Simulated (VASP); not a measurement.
**Pd: single point with PBEsol**

Crystal: Pd.

```
Pd
1.0
     0.00000    1.93749    1.93749
     1.93749    0.00000    1.93749
     1.93749    1.93749    0.00000
Pd
1
Direct
  0.00000 0.00000 0.00000
```

```yaml
Program: VASP 6.6.1
Task: single point
Functional: PBEsol
Potentials_or_basis: VASP PAW PBE potentials, release 64 (Pd)
Cutoff: 520 eV
k_mesh: 18 × 18 × 18
Occupations: gaussian, width 0.1 eV
Spin: no spin polarisation
Dipole_correction: no
Further_INCAR_settings: ALGO = Normal; EDIFF = 1e-06; NBANDS = 11
```

```json
{
  "Pressure": "-0.3 GPa",
  "Band gap on the k mesh": "zero (band 5 reaches 10.16 eV, above the bottom of band 6 at 8.54 eV)"
}
```

Levels at points of the mesh, in eV from the Fermi level:
```tsv
k point	band 3	band 4	band 5	band 6	band 7	band 8
(0.00, 0.00, 0.00)	-2.92	-2.92	-1.25	-1.25	17.13	21.98
(0.50, 0.00, 0.00)	-2.97	-0.02	-0.02	0.89	7.37	16.49
(0.50, 0.50, 0.00)	-0.04	0.30	0.30	3.25	10.86	13.18
```

It took 57 s on 1 thread of AMD EPYC 7R13, on a shared host, peak memory 0.12 GiB.

Caveat: the PAW data sets were made with another functional, which shifts forces and pressure a little.
